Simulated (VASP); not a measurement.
# SnSe: single point with PBEsol

The system is SnSe.

```
Sn Se
1.0
     0.00000    3.01000    3.01000
     3.01000    0.00000    3.01000
     3.01000    3.01000    0.00000
Sn Se
1 1
Direct
  0.96678 0.96678 0.03322
  0.50000 0.50000 0.50000
```

This cell differs from its parent crystal: atom 1 (Sn) moved by (+0.000, -0.200) A along [1 1 0] and z.

```json
{
  "Program": "VASP 6.6.1",
  "Task": "single point",
  "Functional": "PBEsol",
  "Potentials or basis": "VASP PAW PBE potentials, release 64 (Sn_d, Se)",
  "Cutoff": "520 eV",
  "k mesh": "8 × 8 × 8",
  "Occupations": "gaussian, width 0.05 eV",
  "Spin": "no spin polarisation",
  "Dipole correction": "no",
  "Further INCAR settings": "ALGO = Normal; EDIFF = 1e-07; NBANDS = 17"
}
```

* Pressure: -1.3 GPa
* Largest force: 0.109 eV/Å
* Band gap on the k mesh: 0.80 eV, indirect (least direct gap 0.82 eV)

Forces in eV/Å, atoms in the order of the input:
```
Sn   0.000  0.000  0.109
Se   0.000  0.000 -0.109
```

Stress tensor (GPa, compression positive):
```
-1.69  0.00  0.00
 0.00 -1.69  0.00
 0.00  0.00 -0.50
```

Levels at points of the mesh, in eV from the valence-band top:
```csv
k point,band 6,band 7,band 8,band 9,band 10,band 11,band 12,band 13,band 14,band 15
"(0.00, 0.00, 0.00)",-13.76,-4.91,-2.12,-2.00,-2.00,4.15,4.15,4.54,5.99,6.25
"(0.50, 0.00, 0.00)",-12.83,-7.90,-1.94,-1.80,0.00,0.82,1.41,1.60,8.19,10.28
"(0.50, 0.50, 0.00)",-12.52,-6.37,-4.84,-3.49,-3.49,3.09,5.51,5.51,6.18,10.63
"(0.00, 0.50, 0.50)",-12.55,-5.90,-5.34,-3.46,-3.45,2.81,5.62,5.74,6.08,10.59
```

Wall time 28 s on 1 thread of Intel(R) Xeon(R) Platinum 8375C CPU @ 2.90GHz (Ice Lake), on a shared host, peak memory 0.21 GiB.

Caveat: the cell differs from its parent crystal (atom 1 (Sn) moved by (+0.000, -0.200) A along [1 1 0] and z); the PAW data sets were made with another functional, which shifts forces and pressure a little; spin-orbit coupling is left out, which moves the levels of the heavy elements. A k mesh can miss the band edges.
